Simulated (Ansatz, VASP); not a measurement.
## Two plane-wave programs on AlP

File INCAR:

```
PREC = Accurate
ENCUT = 500
EDIFF = 1E-7
ISMEAR = 0
SIGMA = 0.02
LREAL = F
LASPH = T
NELM = 120
ALGO = Normal
ISIF = 3
LWAVE = F
LCHARG = F
GGA = CA
IBRION = 2
NSW = 100
EDIFFG = -0.002
GGA_COMPAT = F
NELMIN = 4
```

File KPOINTS:

```
Automatic mesh
0
Gamma
  8 8 8
```

POSCAR

```
AlP
1.0
    0.0000000000      2.7350000000      2.7350000000
    2.7350000000      0.0000000000      2.7350000000
    2.7350000000      2.7350000000      0.0000000000
Al P
1 1
Direct
    0.0000000000      0.0000000000      0.0000000000
    0.2500000000      0.2500000000      0.2500000000
```

Input for Ansatz:

```yaml
crystal:
  lattice:
    - [0.0, 2.735, 2.735]
    - [2.735, 0.0, 2.735]
    - [2.735, 2.735, 0.0]
  atoms:
    - { symbol: Al, position: [0.0, 0.0, 0.0] }
    - { symbol: P, position: [0.25, 0.25, 0.25] }
basis:
  ecutwfc: 420
kpoints:
  mp_grid: { grid: [8, 8, 8] }
hamiltonian:
  xc: lda
  pseudopotentials: { kind: paw, azcp: { folder: soft_1 } }
scf:
  occupations: { method: gaussian, width: 0.02 }
output:
  forces: true
  stress: true
  eigenvalues: true
  write_density: true
  write_potential: true
  elf: true
  volumetric_format: npy
relax:
  adjacent_minimum: "off"
  f_tol: 0.002
  max_steps: 80
  cell: { stress_tol: 0.02 }
```

Alike in both runs: task relaxation of cell and atoms; functional LDA; k mesh 8 × 8 × 8; occupations gaussian, width 0.02 eV; no spin polarisation.

```csv
,VASP,Ansatz
version,VASP 6.6.1,Ansatz 0.2.0
potentials or method,"VASP PAW LDA potentials, release 64 (Al, P), cutoff 500 eV","scalar-relativistic, plane waves, PAW"
valence electrons in the cell,8,8
```

VASP gave:

| Property | Result |
| --- | --- |
| gap on the k mesh at the Fermi level, each at its own relaxed structure (eV) | 1.42 |
| relaxed volume (Å³/atom) | 20.07 |
| relaxed cell length with the largest relative difference (Å) | 3.843 |

Task: Which values does Ansatz return?

Result: gap on the k mesh at the Fermi level, each at its own relaxed structure (eV): 1.42; relaxed volume (Å³/atom): 20.05; relaxed cell length with the largest relative difference (Å): 3.842.

Ansatz warns that its potentials were made for another functional, while VASP's fit it. LDA's correlation is that of Perdew and Zunger in VASP and of Perdew and Wang (1992) in Ansatz.
